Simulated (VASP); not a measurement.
# Ge (Fd-3m) in VASP: notebook

The runs below take Ge through single point, with PBEsol.

Everything below comes from runs of VASP 6.6.1. Logs are shortened: lines on timing, memory, paths and dates and some standing lists are left out, and cuts for length are marked.

**The experiment to reproduce.**

From “Electronic and optical properties of SixGe1-x-ySny alloys lattice-matched to Ge”, 2021, arxiv:2109.02782, for a bulk crystal of Ge at 300 K: band gap 0.807 eV (direct).

From “Temperature-dependent photoluminescence in Ge: experiment and theory”, 2020, arxiv:2003.00143, for a bulk crystal of Ge at 0 K: band gap 0.744 eV (indirect).

The runs below are set against these values where they give the same quantity.

### Step 1. The cell of the first run

The structure is cubic, space group Fd-3m (No. 227). The conventional cell has a = 5.658 Å, b = 5.658 Å, c = 5.658 Å, α = 90.00°, β = 90.00°, γ = 90.00°. Within 3.2 Å of Ge (site symmetry -43m) lie 4 Ge at 2.45 Å.

### Step 2. Single point, PBEsol

Contents of INCAR:

```
SYSTEM = Ge
ALGO = Normal
EDIFF = 1E-6
ENCUT = 520
GGA = PS
ISIF = 2
ISMEAR = 0
LASPH = .True.
LCHARG = .True.
LELF = .True.
LREAL = .False.
LVHAR = .True.
LWAVE = .False.
NBANDS = 21
NELM = 80
PREC = Accurate
SIGMA = 0.1
```

Contents of KPOINTS:

```
k-points
0
Gamma
  6 6 6
  0 0 0
```

Contents of POSCAR:

```
Ge
1.0
    0.0000000000      2.8289100000      2.8289100000
    2.8289100000      0.0000000000      2.8289100000
    2.8289100000      2.8289100000      0.0000000000
Ge
2
Direct
    0.0000000000      0.0000000000      0.0000000000
    0.2500000000      0.2500000000      0.2500000000
```

Potentials or basis: VASP PAW PBE potentials, release 64 (Ge_d).

Command:

```bash
$ cat potpaw_PBE.64/Ge_d/POTCAR > POTCAR
$ mpirun -np 1 vasp_std > vasp.out
```

OUTCAR:

```text
SYSTEM = Ge
   EDIFF = 1E-6
   ENCUT = 520
   GGA = PS
   ISIF = 2
   ISMEAR = 0
   LASPH = .True.
   LREAL = .False.
   NELM = 80
   PREC = Accurate

 ion  position               nearest neighbor table
   1  0.000  0.000  0.000-   2 2.45   2 2.45   2 2.45   2 2.45
   2  0.250  0.250  0.250-   1 2.45   1 2.45   1 2.45   1 2.45

  LATTYP: Found a face centered cubic cell.
 ALAT       =     5.6578200000

  Lattice vectors:

 A1 = (   0.0000000000,   2.8289100000,   2.8289100000)
 A2 = (   2.8289100000,   0.0000000000,   2.8289100000)
 A3 = (   2.8289100000,   2.8289100000,   0.0000000000)

Analysis of symmetry for initial positions (statically):
=====================================================================
 Subroutine PRICEL returns:
 Original cell was already a primitive cell.

 Routine SETGRP: Setting up the symmetry group for a
 face centered cubic supercell.

 Subroutine GETGRP returns: Found 48 space group operations
 (whereof 24 operations were pure point group operations)
 out of a pool of 48 trial point group operations.

The static configuration has the point symmetry T_d .
 The point group associated with its full space group is O_h .

Analysis of symmetry for dynamics (positions and initial velocities):
=====================================================================
 Subroutine PRICEL returns:
 Original cell was already a primitive cell.

 Routine SETGRP: Setting up the symmetry group for a
 face centered cubic supercell.

 Subroutine GETGRP returns: Found 48 space group operations
 (whereof 24 operations were pure point group operations)
 out of a pool of 48 trial point group operations.

The dynamic configuration has the point symmetry T_d .
 The point group associated with its full space group is O_h .

 Subroutine INISYM returns: Found 48 space group operations
 (whereof 24 operations are pure point group operations),
 and found     1 'primitive' translations

----------------------------------------------------------------------------------------

                                     Primitive cell

  volume of cell :      45.2780

  direct lattice vectors                    reciprocal lattice vectors
     0.000000000  2.828910000  2.828910000    -0.176746521  0.176746521  0.176746521
     2.828910000  0.000000000  2.828910000     0.176746521 -0.176746521  0.176746521
     2.828910000  2.828910000  0.000000000     0.176746521  0.176746521 -0.176746521

  length of vectors
     4.000682889  4.000682889  4.000682889     0.306133954  0.306133954  0.306133954

  position of ions in fractional coordinates (direct lattice)
     0.000000000  0.000000000  0.000000000
     0.250000000  0.250000000  0.250000000

  ion indices of the primitive-cell ions
   primitive index   ion index
                 1           1
                 2           2

----------------------------------------------------------------------------------------

 KPOINTS: k-points

Automatic generation of k-mesh.
 Grid dimensions read from file:
 generate k-points for:    6    6    6

 Generating k-lattice:

  Cartesian coordinates                     Fractional coordinates (reciprocal lattice)
    -0.029457753  0.029457753  0.029457753     0.166666667  0.000000000  0.000000000
     0.029457753 -0.029457753  0.029457753     0.000000000  0.166666667  0.000000000
     0.029457753  0.029457753 -0.029457753     0.000000000  0.000000000  0.166666667

  Length of vectors
     0.051022326  0.051022326  0.051022326

  Shift w.r.t. Gamma in fractional coordinates (k-lattice)
     0.000000000  0.000000000  0.000000000

 Subroutine IBZKPT returns following result:
 ===========================================

 Found     16 irreducible k-points:

 Following reciprocal coordinates:
            Coordinates               Weight
  0.000000  0.000000  0.000000      1.000000
  0.166667  0.000000  0.000000      8.000000
  0.333333  0.000000  0.000000      8.000000
  0.500000  0.000000  0.000000      4.000000
  0.166667  0.166667  0.000000      6.000000
  0.333333  0.166667  0.000000     24.000000
[... 8 lines left out ...]
 -0.333333  0.333333  0.166667     24.000000
 -0.333333  0.500000  0.166667     12.000000
   k-points           NKPTS =     16   k-points in BZ     NKDIM =     16   number of bands    NBANDS=     21
   number of dos      NEDOS =    301   number of ions     NIONS =      2
   total plane-waves  NPLWV =  27000
   dimension x,y,z NGX =    30 NGY =   30 NGZ =   30
   dimension x,y,z NGXF=    60 NGYF=   60 NGZF=   60
   ions per type =               2
   NGX,Y,Z   is equivalent  to a cutoff of  12.47, 12.47, 12.47 a.u.
   NGXF,Y,Z  is equivalent  to a cutoff of  24.93, 24.93, 24.93 a.u.
 SYSTEM =  Ge
   PREC   = accura    normal or accurate (medium, high low for compatibility)
   ISTART =      0    job   : 0-new  1-cont  2-samecut
   ICHARG =      2    charge: 1-file 2-atom 10-const
   ISPIN  =      1    spin polarized calculation?
   LNONCOLLINEAR =      F non collinear calculations
   LSORBIT =      F    spin-orbit coupling
   LASPH  =      T    aspherical Exc in radial PAW
   ENCUT  =  520.0 eV  38.22 Ry    6.18 a.u.   7.44  7.44  7.44*2*pi/ulx,y,z
   NELM   =     80;   NELMIN=  2; NELMDL= -5     # of ELM steps
   EDIFF  = 0.1E-05   stopping-criterion for ELM
   LREAL  =      F    real-space projection
   EDIFFG = 0.1E-04   stopping-criterion for IOM
   NSW    =      0    number of steps for IOM
   IBRION =     -1    ionic relax: 0-MD 1-quasi-New 2-CG
   NFREE  =      0    steps in history (QN), initial steepest desc. (CG)
   ISIF   =      2    stress and relaxation
   ISYM   =      2    0-nonsym 1-usesym 2-fastsym
   POTIM  = 0.5000    time-step for ionic-motion
   TEBEG  =    0.0;   TEEND  =   0.0 temperature during run
   PSTRESS=    0.0 pullay stress
   NELECT =      28.0000    total number of electrons
   NUPDOWN=      -1.0000    fix difference up-down
   EMIN   =  10.00;   EMAX   =-10.00  energy-range for DOS
   EFERMI =   0.00;   METHOD = LEGACY
   ISMEAR =     0;   SIGMA  =   0.10  broadening in eV -4-tet -1-fermi 0-gaus
   EFERMI_NEDOS =   21; number of points for ismear=-14 and -15
   IALGO  =     38    algorithm
   IMIX   =      4    mixing-type and parameters
     AMIX     =   0.40;   BMIX     =  1.00
     AMIX_MAG =   1.60;   BMIX_MAG =  1.00
  volume/ion in A,a.u.               =      22.64       152.78
  Fermi-wavevector in a.u.,A,eV,Ry     =   1.394756  2.635708 26.468033  1.945346
  Thomas-Fermi vector in A             =   2.518275
   LORBIT       =      0    0 simple, 1 ext, 2 COOP (PROOUT), +10 PAW based schemes
   GGA     = PS    functional components
   LHFCALC =     F    Hartree Fock is set to
   AEXX    =    0.0000 exact exchange contribution
   IVDW    =     0    specifies the selected vdW correction
   LEPSILON=     F    determine dielectric tensor
   LRPA    =     F    only Hartree local field effects (RPA)
 non-spin polarized calculation
 Gauss-broadening in eV      SIGMA  =   0.10
  energy-cutoff  :      520.00
  volume of cell :       45.28
 maximum number of plane-waves:      1243
 NGX is ok and might be reduce to    30
   NGX = 15   NGY = 15   NGZ = 15

 number of electron      28.0000022 magnetization

 Free energy of the ion-electron system (eV)
  ---------------------------------------------------
  ext. energy  EPLUGINS =         0.00000000
  ---------------------------------------------------
  free energy    TOTEN  =        -9.82747585 eV

  energy without entropy =       -9.82607834  energy(sigma->0) =       -9.82677710

 E-fermi :   4.8984     XC(G=0): -10.1227

 val. band max:        4.8712409628   @ k =   0.0000   0.0000   0.0000
 cond. band min:       4.9919239811   @ k =   0.5000   0.0000   0.0000
 fundamental gap:      0.1206830183
 Fermi energy:         4.8983644127

 k-point     1 :       0.0000    0.0000    0.0000
  band No.  band energies     occupation
      1     -19.8890      2.00000
      2     -19.8890      2.00000
      3     -19.8890      2.00000
      4     -19.8526      2.00000
      5     -19.8526      2.00000
      6     -19.6404      2.00000
[... 13 lines left out ...]
     20      14.3463      0.00000
     21      14.3463      0.00000

 k-point     2 :       0.1667    0.0000    0.0000
  band No.  band energies     occupation
      1     -19.9010      2.00000
      2     -19.9010      2.00000
      3     -19.8847      2.00000
      4     -19.8350      2.00000
      5     -19.8350      2.00000
      6     -19.6575      2.00000
[... 13 lines left out ...]
     20      13.1701      0.00000
     21      13.1701      0.00000

 k-point     3 :       0.3333    0.0000    0.0000
  band No.  band energies     occupation
      1     -19.9112      2.00000
      2     -19.9112      2.00000
      3     -19.8758      2.00000
      4     -19.8158      2.00000
      5     -19.8158      2.00000
      6     -19.6718      2.00000
[... 13 lines left out ...]
     20      13.7952      0.00000
     21      13.7952      0.00000

 k-point     4 :       0.5000    0.0000    0.0000
  band No.  band energies     occupation
      1     -19.9136      2.00000
      2     -19.9136      2.00000
      3     -19.8712      2.00000
      4     -19.8104      2.00000
      5     -19.8104      2.00000
      6     -19.6750      2.00000
[... 13 lines left out ...]
     20      15.8925      0.00000
     21      16.0324      0.00000

 k-point     5 :       0.1667    0.1667    0.0000
  band No.  band energies     occupation
      1     -19.8986      2.00000
      2     -19.8986      2.00000
      3     -19.8981      2.00000
      4     -19.8368      2.00000
      5     -19.8148      2.00000
      6     -19.6916      2.00000
[... 13 lines left out ...]
     20      13.1097      0.00000
     21      14.8183      0.00000
[... 190 lines left out ...]
     20      16.3833      0.00000
     21      17.6582      0.00000

 k-point    14 :       0.5000    0.3333    0.1667
  band No.  band energies     occupation
      1     -19.9285      2.00000
      2     -19.9255      2.00000
      3     -19.8497      2.00000
      4     -19.7953      2.00000
      5     -19.7607      2.00000
      6     -19.7445      2.00000
[... 13 lines left out ...]
     20      14.7272      0.00000
     21      17.1794      0.00000

 k-point    15 :      -0.3333    0.3333    0.1667
  band No.  band energies     occupation
      1     -19.9387      2.00000
      2     -19.9283      2.00000
      3     -19.8275      2.00000
      4     -19.7771      2.00000
      5     -19.7543      2.00000
      6     -19.7463      2.00000
[... 13 lines left out ...]
     20      16.5989      0.00000
     21      16.7554      0.00000

 k-point    16 :      -0.3333    0.5000    0.1667
  band No.  band energies     occupation
      1     -19.9341      2.00000
      2     -19.9341      2.00000
      3     -19.8071      2.00000
      4     -19.8071      2.00000
      5     -19.7406      2.00000
      6     -19.7406      2.00000
[... 13 lines left out ...]
     20      15.8620      0.00000
     21      17.7604      0.00000

------------------------ aborting loop because EDIFF is reached ----------------------------------------

  FORCE on cell =-STRESS in cart. coord.  units (eV):
  Direction    XX          YY          ZZ          XY          YZ          ZX
  --------------------------------------------------------------------------------------
  -------------------------------------------------------------------------------------
  Total        0.1751601      0.1751601      0.1751601      0.0000000      0.0000000      0.0000000
  in kB        6.1980970      6.1980970      6.1980970      0.0000000      0.0000000      0.0000000
  external PRESSURE =       6.1980970 kB  Pullay stress =       0.0000000 kB

 VOLUME and BASIS-vectors are now :
 -----------------------------------------------------------------------------
  energy-cutoff  :      520.00
  volume of cell :       45.28
      direct lattice vectors                 reciprocal lattice vectors
     0.000000000  2.828910000  2.828910000    -0.176746521  0.176746521  0.176746521
     2.828910000  0.000000000  2.828910000     0.176746521 -0.176746521  0.176746521
     2.828910000  2.828910000  0.000000000     0.176746521  0.176746521 -0.176746521

 POSITION                                       TOTAL-FORCE (eV/Angst)
 -----------------------------------------------------------------------------------
      0.00000      0.00000      0.00000        -0.000000     -0.000000     -0.000000
      1.41446      1.41446      1.41446         0.000000      0.000000      0.000000
 -----------------------------------------------------------------------------------
    total drift:                                0.000000      0.000000      0.000000

  FREE ENERGIE OF THE ION-ELECTRON SYSTEM (eV)
  ---------------------------------------------------
  free  energy   TOTEN  =        -9.8274758522 eV

  energy  without entropy=       -9.8260783443  energy(sigma->0) =       -9.82677710
```

Wall time 8 s (1 thread of Intel Xeon 6975P-C (Granite Rapids), shared host); peak memory 0.16 GiB.

Results:

| Quantity | Value |
| --- | --- |
| Free energy | -9.8275 eV |
| Pressure | 0.6 GPa |
| Band gap on the k mesh | zero (filled and empty bands touch) |

Levels at points of the mesh, in eV from the Fermi level:
```
           k point  band 10  band 11  band 12  band 13  band 14  band 15  band 16  band 17  band 18  band 19
(0.00, 0.00, 0.00)   -24.53   -12.82    -0.03    -0.03    -0.03    -0.03     2.50     2.50     2.50     6.19
(0.50, 0.00, 0.00)   -24.50   -10.73    -7.66    -1.44    -1.44     0.09     3.68     3.68     6.93    10.40
(0.50, 0.50, 0.00)   -24.48    -8.93    -8.93    -3.12    -3.12     0.63     0.63     9.46     9.46    11.48
```

Caveat: the PAW data sets were made with another functional, which shifts forces and pressure a little.

### Step 3. Single point, PBEsol

This run uses another cell than the first one, of 22.86 Å³/atom, 1.010 times its volume.

Contents of INCAR:

```
PREC = Accurate
ENCUT = 520
EDIFF = 1E-6
ISMEAR = 0
SIGMA = 0.1
LREAL = False
LASPH = True
NELM = 80
ALGO = Normal
ISIF = 2
LWAVE = False
LCHARG = False
GGA = PS
NBANDS = 21
```

Contents of KPOINTS:

```
regular mesh
0
Gamma
  14 14 14
```

Contents of POSCAR:

```
Ge
1.0
    0.0000000000      2.8378823607      2.8378823607
    2.8378823607      0.0000000000      2.8378823607
    2.8378823607      2.8378823607      0.0000000000
Ge
2
Direct
    0.0000000000      0.0000000000      0.0000000000
    0.2500000000      0.2500000000      0.2500000000
```

Potentials or basis: VASP PAW PBE potentials, release 64 (Ge_d).

Command:

```bash
$ cat potpaw_PBE.64/Ge_d/POTCAR > POTCAR
$ mpirun -np 1 vasp_std > vasp.out
```

Wall time 34 s (1 thread of Intel Xeon 6975P-C (Granite Rapids), shared host); peak memory 0.21 GiB.

It converged, with:

```
Free energy            : -9.8746 eV
Pressure               : -0.4 GPa
Band gap on the k mesh : zero (filled and empty bands touch)
```

Levels at points of the mesh, in eV from the Fermi level:
| k point | band 10 | band 11 | band 12 | band 13 | band 14 | band 15 | band 16 | band 17 | band 18 | band 19 |
| --- | --- | --- | --- | --- | --- | --- | --- | --- | --- | --- |
| (0.00, 0.00, 0.00) | -24.51 | -12.74 | -0.11 | -0.02 | -0.02 | -0.02 | 2.51 | 2.51 | 2.51 | 6.18 |
| (0.50, 0.00, 0.00) | -24.48 | -10.67 | -7.60 | -1.41 | -1.41 | 0.08 | 3.69 | 3.69 | 6.94 | 10.35 |
| (0.50, 0.50, 0.00) | -24.47 | -8.88 | -8.88 | -3.07 | -3.07 | 0.66 | 0.66 | 9.39 | 9.39 | 11.40 |

Caveat: the PAW data sets were made with another functional, which shifts forces and pressure a little.

[end of part 1 of 2]
